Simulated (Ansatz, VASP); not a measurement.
# AlGa3Sb4 in VASP and in Ansatz

The input INCAR:

```
PREC = Accurate ; ENCUT = 500
EDIFF = 1E-6 ; ISMEAR = 0
SIGMA = 0.1 ; LREAL = False
LASPH = True ; NELM = 120
ALGO = Normal ; ISIF = 2
LWAVE = False ; LCHARG = False
GGA = PE ; NBANDS = 41
GGA_COMPAT = False
```

The input KPOINTS:

```
Automatic mesh
0
Gamma
  4 4 2
```

File POSCAR:

```
AlGa3Sb4
1.0
    4.3982797000      0.0000000000      0.0000000000
    0.0000000000      4.3982797000      0.0000000000
    0.0000000000      0.0000000000     12.4213562000
Al Ga Sb
1 3 4
Direct
    0.0000000000      0.0000000000      0.5000000000
    0.0000000000      0.0000000000      0.0000000000
    0.5000000000      0.5000000000      0.2495650000
    0.5000000000      0.5000000000      0.7504350000
    0.5000000000      0.0000000000      0.1248070000
    0.0000000000      0.5000000000      0.3747940000
    0.5000000000      0.0000000000      0.6252060000
    0.0000000000      0.5000000000      0.8751930000
```

Input for Ansatz:

```yaml
crystal:
  lattice:
    - [4.3982797, 0.0, 0.0]
    - [0.0, 4.3982797, 0.0]
    - [0.0, 0.0, 12.4213562]
  atoms:
    - { symbol: Al, position: [0.0, 0.0, 0.5] }
    - { symbol: Ga, position: [0.0, 0.0, 0.0] }
    - { symbol: Ga, position: [0.5, 0.5, 0.249565] }
    - { symbol: Ga, position: [0.5, 0.5, 0.750435] }
    - { symbol: Sb, position: [0.5, 0.0, 0.124807] }
    - { symbol: Sb, position: [0.0, 0.5, 0.374794] }
    - { symbol: Sb, position: [0.5, 0.0, 0.625206] }
    - { symbol: Sb, position: [0.0, 0.5, 0.875193] }
basis:
  ecutwfc: 420
kpoints:
  mp_grid: { grid: [4, 4, 2] }
hamiltonian:
  xc: pbe
scf:
  occupations: { method: gaussian, width: 0.1 }
  lower_state_search: "off"
output:
  forces: true
  stress: true
  eigenvalues: true
```

Alike in both runs: task single point; functional PBE; k mesh 4 × 4 × 2; occupations gaussian, width 0.1 eV; no spin polarisation.

|  | VASP | Ansatz |
| --- | --- | --- |
| version | VASP 6.6.1 | Ansatz 0.2.0 |
| potentials or method | VASP PAW PBE potentials, release 64 (Al, Ga_d, Sb), cutoff 500 eV | scalar-relativistic, plane waves, PAW |
| valence electrons in the cell | 62 | 102 |

|  | VASP | Ansatz | Ansatz less VASP |
| --- | --- | --- | --- |
| gap on the k mesh at the Fermi level (eV) | none | none | - |
| pressure (GPa) | 0.2 | 0.2 | -0.09 |
| traceless stress, the component that is largest in VASP (GPa) | -0.53 | -0.53 | +0.001 |

A gap of «none» marks a metal or a gap that the smearing closes. With one functional, cell and mesh, what is left measures potentials, basis and numerics. VASP's potentials hold 62 valence electrons a cell and Ansatz's 102, so a difference there can come from the potentials and not from the codes.

Spin-orbit coupling is off throughout.
